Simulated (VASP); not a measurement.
# V: single point with r2SCAN

Crystal: V.

```xyz
1
Lattice="2.3584 0.0000 0.0000 0.0000 2.3584 0.0000 0.0000 0.0000 2.3584" Properties=species:S:1:pos:R:3 pbc="T T T"
V     0.0000    0.0000    0.0000
```

This isn't the form of V at room conditions, which is bcc.

- Program: VASP 6.6.1
- Task: single point
- Functional: r2SCAN
- Potentials or basis: VASP PAW PBE potentials, release 64 (V_sv)
- Cutoff: 520 eV
- k mesh: 15 × 15 × 15
- Occupations: fermi-dirac, width 0.05 eV
- Spin: collinear spin, ferromagnetic start
- Starting moments: [1.0] μB

| Property | Result |
| --- | --- |
| Pressure | 17.8 GPa |
| Net moment | 0.00 μB per cell |
| Valence electrons inside the program's atomic spheres | V 11.91 |

Levels at points of the mesh, in eV from the Fermi level:
Spin up:
```tsv
k point	band 4	band 5	band 6	band 7	band 8	band 9	band 10	band 11
(0.00, 0.00, 0.00)	-38.25	-7.05	-2.71	-2.71	4.38	4.38	4.38	20.77
```
Spin down:
```
           k point  band 3  band 4  band 5  band 6  band 7  band 8  band 9  band 10  band 11  band 12
(0.00, 0.00, 0.00)  -38.25  -38.25   -7.05   -2.70   -2.70    4.38    4.38     4.38    20.77    20.77
```

Wall time 110 s on 1 thread of Intel(R) Xeon(R) Platinum 8259CL CPU @ 2.50GHz (Skylake/Cascade Lake), on a shared host, peak memory 0.15 GiB.

Caveat: the cell stands under pressure; the PAW data sets were made with another functional, which shifts forces and pressure a little.
